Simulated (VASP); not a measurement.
# KBr (Fm-3m) in VASP: notebook

The runs below take KBr through single point, with PBE+D3(BJ).

Everything below comes from runs of VASP 6.6.1. Logs are shortened: lines on timing, memory, paths and dates and some standing lists are left out, and cuts for length are marked.

## (1) The cell of the first run

It takes space group Fm-3m (No. 225, cubic). The conventional cell has a = 6.511 Å, b = 6.511 Å, c = 6.511 Å, α = 90.00°, β = 90.00°, γ = 90.00°. Within 4.3 Å of Br (site symmetry m-3m) lie 6 K at 3.26 Å. Within 4.3 Å of K (site symmetry m-3m) lie 6 Br at 3.26 Å.

## (2) Single point, PBE+D3(BJ)

File INCAR:

```
ALGO = Normal ; EDIFF = 1E-6
ENCUT = 520 ; GGA = PE
ISIF = 2 ; ISMEAR = -1
IVDW = 12 ; LASPH = True
LCHARG = False ; LREAL = False
LWAVE = False ; NBANDS = 15
NELM = 80 ; PREC = Accurate
SIGMA = 0.05
```

File KPOINTS:

```
k-points
0
Gamma
  7 7 7
```

File POSCAR:

```
KBr
1.0
    0.0000000000      3.2553999381      3.2553999381
    3.2553999381      0.0000000000      3.2553999381
    3.2553999381      3.2553999381      0.0000000000
Br K
1 1
Direct
    0.5000000000      0.5000000000      0.5000000000
    0.0000000000      0.0000000000      0.0000000000
```

Potentials or basis: VASP PAW PBE potentials, release 64 (Br, K_sv).

Run with:

```console
$ cat potpaw_PBE.64/Br/POTCAR potpaw_PBE.64/K_sv/POTCAR > POTCAR
$ mpirun -np 1 vasp_std > vasp.out
```

OUTCAR:

```text
EDIFF = 1E-6
   ENCUT = 520
   GGA = PE
   ISIF = 2
   ISMEAR = -1
   IVDW = 12
   LASPH = True
   LREAL = False
   NELM = 80
   PREC = Accurate
 IVDW          = 12

 ion  position               nearest neighbor table
   1  0.500  0.500  0.500-   2 3.26   2 3.26   2 3.26   2 3.26   2 3.26   2 3.26
   2  0.000  0.000  0.000-   1 3.26   1 3.26   1 3.26   1 3.26   1 3.26   1 3.26

  LATTYP: Found a face centered cubic cell.
 ALAT       =     6.5107998762

  Lattice vectors:

 A1 = (   0.0000000000,   3.2553999381,   3.2553999381)
 A2 = (   3.2553999381,   0.0000000000,   3.2553999381)
 A3 = (   3.2553999381,   3.2553999381,   0.0000000000)

Analysis of symmetry for initial positions (statically):
=====================================================================
 Subroutine PRICEL returns:
 Original cell was already a primitive cell.

 Routine SETGRP: Setting up the symmetry group for a
 face centered cubic supercell.

 Subroutine GETGRP returns: Found 48 space group operations
 (whereof 48 operations were pure point group operations)
 out of a pool of 48 trial point group operations.

The static configuration has the point symmetry O_h .

Analysis of symmetry for dynamics (positions and initial velocities):
=====================================================================
 Subroutine PRICEL returns:
 Original cell was already a primitive cell.

 Routine SETGRP: Setting up the symmetry group for a
 face centered cubic supercell.

 Subroutine GETGRP returns: Found 48 space group operations
 (whereof 48 operations were pure point group operations)
 out of a pool of 48 trial point group operations.

The dynamic configuration has the point symmetry O_h .

 Subroutine INISYM returns: Found 48 space group operations
 (whereof 48 operations are pure point group operations),
 and found     1 'primitive' translations

----------------------------------------------------------------------------------------

                                     Primitive cell

  volume of cell :      68.9990

  direct lattice vectors                    reciprocal lattice vectors
     0.000000000  3.255399938  3.255399938    -0.153590959  0.153590959  0.153590959
     3.255399938  0.000000000  3.255399938     0.153590959 -0.153590959  0.153590959
     3.255399938  3.255399938  0.000000000     0.153590959  0.153590959 -0.153590959

  length of vectors
     4.603830743  4.603830743  4.603830743     0.266027345  0.266027345  0.266027345

  position of ions in fractional coordinates (direct lattice)
     0.500000000  0.500000000  0.500000000
     0.000000000  0.000000000  0.000000000

  ion indices of the primitive-cell ions
   primitive index   ion index
                 1           1
                 2           2

----------------------------------------------------------------------------------------

 KPOINTS: k-points

Automatic generation of k-mesh.
 Grid dimensions read from file:
 generate k-points for:    7    7    7

 Generating k-lattice:

  Cartesian coordinates                     Fractional coordinates (reciprocal lattice)
    -0.021941566  0.021941566  0.021941566     0.142857143  0.000000000  0.000000000
     0.021941566 -0.021941566  0.021941566     0.000000000  0.142857143  0.000000000
     0.021941566  0.021941566 -0.021941566     0.000000000  0.000000000  0.142857143

  Length of vectors
     0.038003906  0.038003906  0.038003906

  Shift w.r.t. Gamma in fractional coordinates (k-lattice)
     0.000000000  0.000000000  0.000000000

 Subroutine IBZKPT returns following result:
 ===========================================

 Found     20 irreducible k-points:

 Following reciprocal coordinates:
            Coordinates               Weight
  0.000000  0.000000  0.000000      1.000000
  0.142857  0.000000  0.000000      8.000000
  0.285714  0.000000  0.000000      8.000000
  0.428571  0.000000  0.000000      8.000000
  0.142857  0.142857  0.000000      6.000000
  0.285714  0.142857  0.000000     24.000000
[... 12 lines left out ...]
 -0.428571  0.428571  0.142857     24.000000
 -0.285714  0.428571  0.142857     24.000000
   k-points           NKPTS =     20   k-points in BZ     NKDIM =     20   number of bands    NBANDS=     15
   number of dos      NEDOS =    301   number of ions     NIONS =      2
   total plane-waves  NPLWV =  46656
   dimension x,y,z NGX =    36 NGY =   36 NGZ =   36
   dimension x,y,z NGXF=    72 NGYF=   72 NGZF=   72
   ions per type =               1   1
   NGX,Y,Z   is equivalent  to a cutoff of  13.00, 13.00, 13.00 a.u.
   NGXF,Y,Z  is equivalent  to a cutoff of  26.00, 26.00, 26.00 a.u.
 SYSTEM =  unknown system
   PREC   = accura    normal or accurate (medium, high low for compatibility)
   ISTART =      0    job   : 0-new  1-cont  2-samecut
   ICHARG =      2    charge: 1-file 2-atom 10-const
   ISPIN  =      1    spin polarized calculation?
   LNONCOLLINEAR =      F non collinear calculations
   LSORBIT =      F    spin-orbit coupling
   LASPH  =      T    aspherical Exc in radial PAW
   ENCUT  =  520.0 eV  38.22 Ry    6.18 a.u.   8.56  8.56  8.56*2*pi/ulx,y,z
   NELM   =     80;   NELMIN=  2; NELMDL= -5     # of ELM steps
   EDIFF  = 0.1E-05   stopping-criterion for ELM
   LREAL  =      F    real-space projection
   EDIFFG = 0.1E-04   stopping-criterion for IOM
   NSW    =      0    number of steps for IOM
   IBRION =     -1    ionic relax: 0-MD 1-quasi-New 2-CG
   NFREE  =      0    steps in history (QN), initial steepest desc. (CG)
   ISIF   =      2    stress and relaxation
   ISYM   =      2    0-nonsym 1-usesym 2-fastsym
   POTIM  = 0.5000    time-step for ionic-motion
   TEBEG  =    0.0;   TEEND  =   0.0 temperature during run
   PSTRESS=    0.0 pullay stress
   NELECT =      16.0000    total number of electrons
   NUPDOWN=      -1.0000    fix difference up-down
   EMIN   =  10.00;   EMAX   =-10.00  energy-range for DOS
   EFERMI =   0.00;   METHOD = LEGACY
   ISMEAR =    -1;   SIGMA  =   0.05  broadening in eV -4-tet -1-fermi 0-gaus
   EFERMI_NEDOS =   21; number of points for ismear=-14 and -15
   IALGO  =     38    algorithm
   IMIX   =      4    mixing-type and parameters
     AMIX     =   0.40;   BMIX     =  1.00
     AMIX_MAG =   1.60;   BMIX_MAG =  1.00
  volume/ion in A,a.u.               =      34.50       232.81
  Fermi-wavevector in a.u.,A,eV,Ry     =   1.005774  1.900638 13.763404  1.011582
  Thomas-Fermi vector in A             =   2.138475
   LORBIT       =      0    0 simple, 1 ext, 2 COOP (PROOUT), +10 PAW based schemes
   GGA     = PE    functional components
   LHFCALC =     F    Hartree Fock is set to
   AEXX    =    0.0000 exact exchange contribution
   IVDW    =    12    specifies the selected vdW correction
   LEPSILON=     F    determine dielectric tensor
   LRPA    =     F    only Hartree local field effects (RPA)
 non-spin polarized calculation
  energy-cutoff  :      520.00
  volume of cell :       69.00
 maximum number of plane-waves:      1875
 NGX is ok and might be reduce to    36
   NGX = 17   NGY = 17   NGZ = 17

 number of electron      16.0000001 magnetization

 Free energy of the ion-electron system (eV)
  ---------------------------------------------------
  ext. energy  EPLUGINS =         0.00000000
  ---------------------------------------------------
  free energy    TOTEN  =        -6.19466254 eV

  energy without entropy =       -6.19466254  energy(sigma->0) =       -6.19466254

 E-fermi :  -0.5180     XC(G=0):  -7.5353

 val. band max:       -1.5732183410   @ k =   0.0000   0.0000   0.0000
 cond. band min:       2.9730788681   @ k =   0.0000   0.0000   0.0000
 fundamental gap:      4.5462972091
 Fermi energy:        -0.5179713030

 k-point     1 :       0.0000    0.0000    0.0000
  band No.  band energies     occupation
      1     -29.2697      2.00000
      2     -13.9174      2.00000
      3     -12.7504      2.00000
      4     -12.7504      2.00000
      5     -12.7504      2.00000
      6      -1.5732      2.00000
      7      -1.5732      2.00000
      8      -1.5732      2.00000
      9       2.9731      0.00000
     10       6.0361      0.00000
     11       6.0361      0.00000
     12       6.0361      0.00000
     13       6.8855      0.00000
     14       6.8855      0.00000
     15      10.1329      0.00000

 k-point     2 :       0.1429    0.0000    0.0000
  band No.  band energies     occupation
      1     -29.2684      2.00000
      2     -13.9590      2.00000
      3     -12.7516      2.00000
      4     -12.7516      2.00000
      5     -12.6938      2.00000
      6      -1.8763      2.00000
      7      -1.6476      2.00000
      8      -1.6476      2.00000
      9       3.4935      0.00000
     10       5.9222      0.00000
     11       6.2866      0.00000
     12       6.2866      0.00000
     13       7.1695      0.00000
     14       7.1695      0.00000
     15      10.8626      0.00000

 k-point     3 :       0.2857    0.0000    0.0000
  band No.  band energies     occupation
      1     -29.2654      2.00000
      2     -14.0414      2.00000
      3     -12.7542      2.00000
      4     -12.7542      2.00000
      5     -12.5771      2.00000
      6      -2.4242      2.00000
      7      -1.8056      2.00000
      8      -1.8056      2.00000
      9       4.4927      0.00000
     10       6.0508      0.00000
     11       6.9749      0.00000
     12       6.9749      0.00000
     13       7.9317      0.00000
     14       7.9317      0.00000
     15      10.5435      0.00000
[... 271 lines left out ...]
 k-point    19 :      -0.4286    0.4286    0.1429
  band No.  band energies     occupation
      1     -29.2610      2.00000
      2     -13.8996      2.00000
      3     -12.8230      2.00000
      4     -12.8026      2.00000
      5     -12.6882      2.00000
      6      -2.3974      2.00000
      7      -2.0127      2.00000
      8      -1.9936      2.00000
      9       4.8725      0.00000
     10       6.1881      0.00000
     11       7.1638      0.00000
     12       8.1617      0.00000
     13       8.3138      0.00000
     14       9.1727      0.00000
     15       9.7260      0.00000

 k-point    20 :      -0.2857    0.4286    0.1429
  band No.  band energies     occupation
      1     -29.2608      2.00000
      2     -13.9288      2.00000
      3     -12.8295      2.00000
      4     -12.8014      2.00000
      5     -12.6409      2.00000
      6      -2.2939      2.00000
      7      -2.2345      2.00000
      8      -2.0229      2.00000
      9       5.5105      0.00000
     10       6.2812      0.00000
     11       6.9271      0.00000
     12       7.6382      0.00000
     13       9.0411      0.00000
     14       9.0518      0.00000
     15       9.9327      0.00000

------------------------ aborting loop because EDIFF is reached ----------------------------------------

 Edisp (eV)   -0.43146

 E8    (eV) :    -0.2016

  FORCE on cell =-STRESS in cart. coord.  units (eV):
  Direction    XX          YY          ZZ          XY          YZ          ZX
  --------------------------------------------------------------------------------------
  -------------------------------------------------------------------------------------
  Total       0.20350     0.20350     0.20350     0.00000     0.00000    -0.00000
  in kB       4.72540     4.72540     4.72540     0.00000     0.00000    -0.00000
  external pressure =        4.73 kB  Pullay stress =        0.00 kB

 VOLUME and BASIS-vectors are now :
 -----------------------------------------------------------------------------
  energy-cutoff  :      520.00
  volume of cell :       69.00
      direct lattice vectors                 reciprocal lattice vectors
     0.000000000  3.255399938  3.255399938    -0.153590959  0.153590959  0.153590959
     3.255399938  0.000000000  3.255399938     0.153590959 -0.153590959  0.153590959
     3.255399938  3.255399938  0.000000000     0.153590959  0.153590959 -0.153590959

 POSITION                                       TOTAL-FORCE (eV/Angst)
 -----------------------------------------------------------------------------------
      3.25540      3.25540      3.25540        -0.000000      0.000000     -0.000000
      0.00000      0.00000      0.00000         0.000000     -0.000000      0.000000
 -----------------------------------------------------------------------------------
    total drift:                                0.000000      0.000000      0.000000

  FREE ENERGIE OF THE ION-ELECTRON SYSTEM (eV)
  ---------------------------------------------------
  free  energy   TOTEN  =        -6.6261262844 eV

  energy  without entropy=       -6.6261262843  energy(sigma->0) =       -6.62612628
```

Run time: 12 s. Hardware: 1 thread of Intel Xeon Platinum 8488C (Sapphire Rapids), shared host; peak memory 0.21 GiB.

Results:

| Quantity | Value |
| --- | --- |
| Free energy | -6.6261 eV |
| Pressure | 0.5 GPa |
| Band gap on the k mesh | 4.55 eV, direct |
| Dispersion energy per atom | -0.216 eV |

## (3) Single point, PBE+D3(BJ)

This run uses another cell than the first one, of 35.22 Å³/atom, 1.021 times its volume.

INCAR, as its differences from that of step 2:

```diff
@@ -4,3 +4,4 @@
 IVDW = 12 ; LASPH = True
-LCHARG = False ; LREAL = False
+LCHARG = True ; LELF = True
+LREAL = False ; LVHAR = True
 LWAVE = False ; NBANDS = 15
```

KPOINTS is that of step 2.

File POSCAR:

```
KBr
1.0
    0.0000000000      3.2778516817      3.2778516817
    3.2778516817      0.0000000000      3.2778516817
    3.2778516817      3.2778516817      0.0000000000
Br K
1 1
Direct
    0.5000000000      0.5000000000      0.5000000000
    0.0000000000      0.0000000000      0.0000000000
```

Potentials or basis: VASP PAW PBE potentials, release 64 (Br, K_sv).

Run with:

```console
$ cat potpaw_PBE.64/Br/POTCAR potpaw_PBE.64/K_sv/POTCAR > POTCAR
$ mpirun -np 1 vasp_std > vasp.out
```

Wall time 14 s (1 thread of Intel Xeon Platinum 8488C (Sapphire Rapids), shared host); peak memory 0.21 GiB.

It converged, with:

* Free energy: -6.6289 eV
* Pressure: 0.1 GPa
* Band gap on the k mesh: 4.49 eV, direct
* Dispersion energy per atom: -0.211 eV

Levels at points of the mesh, in eV from the valence-band top:
| k point | band 5 | band 6 | band 7 | band 8 | band 9 | band 10 | band 11 | band 12 |
| --- | --- | --- | --- | --- | --- | --- | --- | --- |
| (0.00, 0.00, 0.00) | -11.22 | 0.00 | 0.00 | 0.00 | 4.49 | 7.61 | 7.61 | 7.61 |

PBE gaps usually lie below the measured ones, often by a third to a half.
